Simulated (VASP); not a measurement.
# Si (Cmce) in VASP: further runs, part 2 of 2

VASP 6.6.1. Earlier steps stand in the parts before.

## Step 3: Relaxation of cell and atoms, PBE

This run uses another cell than the first one, of the same volume but with other edges.

File INCAR:

```
PREC     = Accurate       # precision mode
ENCUT    = 600            # plane-wave cutoff, eV
EDIFF    = 1E-6           # SCF threshold, eV
ISMEAR   = 1              # smearing method
SIGMA    = 0.0229         # smearing width, eV
LREAL    = False          # projectors in reciprocal space
LASPH    = True           # aspherical terms in the spheres
NELM     = 100            # most SCF steps
ALGO     = Normal         # electronic algorithm
ISIF     = 3              # what is computed and relaxed
LWAVE    = False          # write WAVECAR
LCHARG   = False          # write CHGCAR
GGA      = PE             # functional
IBRION   = 2              # ionic algorithm
NSW      = 80             # ionic steps
EDIFFG   = -0.03          # ionic threshold
```

File KPOINTS:

```
regular mesh
0
Gamma
  6 6 6
```

File POSCAR:

```
Si
1.0
    2.1556240000      3.6485290000      0.0000000000
    2.1556240000     -3.6485290000      0.0000000000
    0.0000000000      0.0000000000     -4.3055200000
Si
4
Direct
    0.1525000000      0.8475000000      0.9215000000
    0.3475000000      0.6525000000      0.4215000000
    0.8475000000      0.1525000000      0.0785000000
    0.6525000000      0.3475000000      0.5785000000
```

Potentials or basis: VASP PAW PBE potentials, release 64 (Si).

Run with:

```sh
$ cat potpaw_PBE.64/Si/POTCAR > POTCAR
$ mpirun -np 1 vasp_std > vasp.out
```

OUTCAR:

```text
PREC = Accurate
   ENCUT = 600
   EDIFF = 1E-6
   ISMEAR = 1
   LREAL = False
   LASPH = True
   NELM = 100
   ISIF = 3
   GGA = PE
   IBRION = 2
   NSW = 80
   EDIFFG = -0.03

 ion  position               nearest neighbor table
   1  0.153  0.847  0.922-   3 2.33   2 2.58   2 2.58   4 2.61   4 2.61   3 2.67   3 2.67
   2  0.347  0.653  0.422-   4 2.33   1 2.58   1 2.58   3 2.61   3 2.61   4 2.67   4 2.67
   3  0.847  0.153  0.078-   1 2.33   4 2.58   4 2.58   2 2.61   2 2.61   1 2.67   1 2.67
   4  0.653  0.347  0.578-   2 2.33   3 2.58   3 2.58   1 2.61   1 2.61   2 2.67   2 2.67

  LATTYP: Found a base centered orthorhombic cell.
 ALAT       =     4.3112480000
 B/A-ratio  =     1.6925628032
 C/A-ratio  =     0.9986713824

  Lattice vectors:

 A1 = (   2.1556240000,   3.6485290000,   0.0000000000)
 A2 = (   2.1556240000,  -3.6485290000,   0.0000000000)
 A3 = (   0.0000000000,   0.0000000000,  -4.3055200000)

Analysis of symmetry for initial positions (statically):
=====================================================================
 Subroutine PRICEL returns:
 Original cell was already a primitive cell.

 Routine SETGRP: Setting up the symmetry group for a
 base centered orthorhombic supercell.

 Subroutine GETGRP returns: Found  8 space group operations
 (whereof  4 operations were pure point group operations)
 out of a pool of  8 trial point group operations.

The static configuration has the point symmetry C_2h.
 The point group associated with its full space group is D_2h.

Analysis of symmetry for dynamics (positions and initial velocities):
=====================================================================
 Subroutine PRICEL returns:
 Original cell was already a primitive cell.

 Routine SETGRP: Setting up the symmetry group for a
 base centered orthorhombic supercell.

 Subroutine GETGRP returns: Found  8 space group operations
 (whereof  4 operations were pure point group operations)
 out of a pool of  8 trial point group operations.

The dynamic configuration has the point symmetry C_2h.
[... 159 lines left out ...]
  Direction    XX          YY          ZZ          XY          YZ          ZX
  --------------------------------------------------------------------------------------
  -------------------------------------------------------------------------------------
  Total       -1.1820656      2.3727874     -0.5807088      0.0000000      0.0000000      0.0000000
  in kB      -27.9644149     56.1336127    -13.7379705      0.0000000      0.0000000      0.0000000
  external PRESSURE =       4.8104091 kB  Pullay stress =       0.0000000 kB
[... 95 lines left out ...]
  FREE ENERGIE OF THE ION-ELECTRON SYSTEM (eV)
  ---------------------------------------------------
  free  energy   TOTEN  =       -19.7412621503 eV

  energy  without entropy=      -19.7409437573  energy(sigma->0) =      -19.74115602

[... ionic steps 4 to 27 ...]

--------------------------------------- Ionic step       28  -------------------------------------------

 number of electron      15.9999999 magnetization

------------------------ aborting loop because EDIFF is reached ----------------------------------------
[... 71 lines left out ...]
--------------------------------------- Ionic step       30  -------------------------------------------

 number of electron      16.0000000 magnetization

 Free energy of the ion-electron system (eV)
  ---------------------------------------------------
  ext. energy  EPLUGINS =         0.00000000
  ---------------------------------------------------
  free energy    TOTEN  =       -20.26667567 eV

  energy without entropy =      -20.26633027  energy(sigma->0) =      -20.26656054

 E-fermi :   7.8375     XC(G=0): -10.3640

 val. band max:        7.8362530514   @ k =  -0.3333   0.3333   0.1667
 cond. band min:       7.8382343115   @ k =  -0.3333   0.1667   0.3333
 fundamental gap:      0.0019812600
 Fermi energy:         7.8375250361

 k-point     1 :       0.0000    0.0000    0.0000
  band No.  band energies     occupation
      1      -5.2848      2.00000
      2       1.9788      2.00000
      3       2.8012      2.00000
      4       2.9995      2.00000
      5       3.0928      2.00000
      6       4.2765      2.00000
      7       4.9116      2.00000
      8       5.5788      2.00000
      9       7.1387      2.00000
     10      11.7815      0.00000
     11      12.4484      0.00000
     12      12.8163      0.00000
[... 331 lines left out ...]
 k-point    24 :       0.5000    0.3333    0.1667
  band No.  band energies     occupation
      1      -3.4658      2.00000
      2      -1.0909      2.00000
      3      -0.7340      2.00000
      4       3.2386      2.00000
      5       3.6289      2.00000
      6       5.3945      2.00000
      7       5.7410      2.00000
      8       7.5485      2.00000
      9       8.8533      0.00000
     10      10.6161      0.00000
     11      11.2942      0.00000
     12      12.2901      0.00000

 [... further k-points ...]

------------------------ aborting loop because EDIFF is reached ----------------------------------------

  FORCE on cell =-STRESS in cart. coord.  units (eV):
  Direction    XX          YY          ZZ          XY          YZ          ZX
  --------------------------------------------------------------------------------------
  -------------------------------------------------------------------------------------
  Total       -0.1161534     -0.0932552     -0.0012312      0.0000000     -0.0000000      0.0000000
  in kB       -2.7407874     -2.2004762     -0.0290514      0.0000000     -0.0000000      0.0000000
  external PRESSURE =      -1.6567717 kB  Pullay stress =       0.0000000 kB
[... 19 lines left out ...]
  FREE ENERGIE OF THE ION-ELECTRON SYSTEM (eV)
  ---------------------------------------------------
  free  energy   TOTEN  =       -20.2666756714 eV

  energy  without entropy=      -20.2663302689  energy(sigma->0) =      -20.26656054

 reached required accuracy - stopping structural energy minimisation
```

OSZICAR:

```text
N       E                     dE             d eps       ncg     rms          rms(c)
DAV:   1     0.297526742551E+02    0.29753E+02   -0.66857E+03  1248   0.124E+03
DAV:   2    -0.171919876246E+02   -0.46945E+02   -0.43717E+02  1564   0.145E+02
DAV:   3    -0.196167544767E+02   -0.24248E+01   -0.22947E+01  1672   0.293E+01
[... 232 lines left out ...]
DAV:   2    -0.202667768921E+02    0.17439E-03   -0.52277E-04  1524   0.161E-01    0.596E-02
DAV:   3    -0.202666791852E+02    0.97707E-04   -0.14131E-04  1400   0.730E-02    0.121E-02
DAV:   4    -0.202666775128E+02    0.16724E-05   -0.78562E-06  1436   0.210E-02    0.971E-03
DAV:   5    -0.202666757397E+02    0.17731E-05   -0.83947E-07   728   0.621E-03    0.159E-03
DAV:   6    -0.202666756714E+02    0.68257E-07   -0.11913E-07   640   0.278E-03
  30 F= -.20266676E+02 E0= -.20266561E+02  d E =-.366256E-03
```

CONTCAR:

```text
Si
   1.00000000000000
     2.3854579970266618    3.7957081152392282    0.0000000000000001
     2.3854579970266618   -3.7957081152392282   -0.0000000000000001
     0.0000000000000000    0.0000000000000001   -3.7494922125860484
  Si
     4
Direct
     0.1469431232945429    0.8530568767054572    0.8521317383525870
     0.3530568767054569    0.6469431232945428    0.3521317383525872
     0.8530568767054572    0.1469431232945429    0.1478682616474127
     0.6469431232945428    0.3530568767054569    0.6478682616474130

  0.00000000E+00  0.00000000E+00  0.00000000E+00
  0.00000000E+00  0.00000000E+00  0.00000000E+00
  0.00000000E+00  0.00000000E+00  0.00000000E+00
  0.00000000E+00  0.00000000E+00  0.00000000E+00
```

It took 3.9 min on 1 thread of Intel Xeon 6975P-C (Granite Rapids), shared host; peak memory 0.21 GiB.

What came out:

- Free energy: -20.2667 eV
- Relaxed volume: 16.97 Å³/atom
- Relaxed cell: a = 4.483 Å, b = 4.483 Å, c = 3.749 Å, α = 90.00°, β = 90.00°, γ = 115.70°
- Space group after relaxing (to 0.1 Å): Cmce (No. 64)
- Energy gained by relaxing: 176.5 meV/atom
- Ionic steps: 30
- Pressure after relaxing: -0.2 GPa
- Largest force after relaxing: 0.023 eV/Å
- Band gap on the k mesh: zero (bands 8 and 9 overlap by 2.03 eV)

Forces on the atoms (eV/Å):
```
Si   0.000  0.021  0.009
Si   0.000 -0.021  0.009
Si   0.000 -0.021 -0.009
Si   0.000  0.021 -0.009
```

Stress tensor (GPa, compression positive):
```
-0.27  0.00  0.00
 0.00 -0.22  0.00
 0.00  0.00  0.00
```

Step by step:
```
step  energy change (eV)  largest force (eV/Å)  pressure (GPa)  volume (Å³)
   1              0.0000                1.0446            0.48        67.72
   2             -0.1740                0.3350           -0.69        68.19
   3             -0.1804                0.3205           -0.43        68.28
   4             -0.1806                0.3241           -0.40        68.30
   5             -0.2076                0.3567            0.30        67.90
   6             -0.2863                0.3896            2.12        66.70
   7             -0.3319                0.3620            6.11        64.29
   8             -0.3363                0.3357            4.97        64.91
   9             -0.3439                0.3397            4.89        64.95
  10             -0.3648                0.2976            4.69        65.09
  11             -0.4056                0.2196            4.23        65.36
  12             -0.4983                0.1547            3.09        65.86
  13             -0.5605                0.1725            0.61        66.75
  14             -0.5685                0.1521            0.53        66.87
  15             -0.5903                0.0545            0.24        67.23
  16             -0.6145                0.1355           -0.08        67.93
  17             -0.6296                0.1606           -0.22        68.06
  18             -0.6638                0.1827           -0.75        68.41
  19             -0.6308                0.2728           -1.26        68.96
  20             -0.6748                0.1769           -0.90        68.57
  21             -0.6751                0.2084           -1.03        68.71
  22             -0.6763                0.1930           -0.97        68.64
  23             -0.6940                0.1495           -0.41        68.20
  24             -0.6968                0.1330           -0.11        67.99
  25             -0.6970                0.1301            0.00        67.92
  26             -0.6992                0.1088           -0.06        67.95
  27             -0.7011                0.0718           -0.15        68.00
  28             -0.7030                0.0564           -0.05        67.89
  29             -0.7054                0.0233            0.28        67.58
  30             -0.7058                0.0233           -0.17        67.90
```

Final structure:
```yaml
crystal:
  lattice:
    - [2.38546, 3.79571, 0.00000]
    - [2.38546, -3.79571, 0.00000]
    - [0.00000, 0.00000, -3.74949]
  atoms:
    - { symbol: Si, position: [0.14694, 0.85306, 0.85213] }
    - { symbol: Si, position: [0.35306, 0.64694, 0.35213] }
    - { symbol: Si, position: [0.85306, 0.14694, 0.14787] }
    - { symbol: Si, position: [0.64694, 0.35306, 0.64787] }
```

The gap in the log of VASP goes by the Fermi energy; the results here count the filled bands.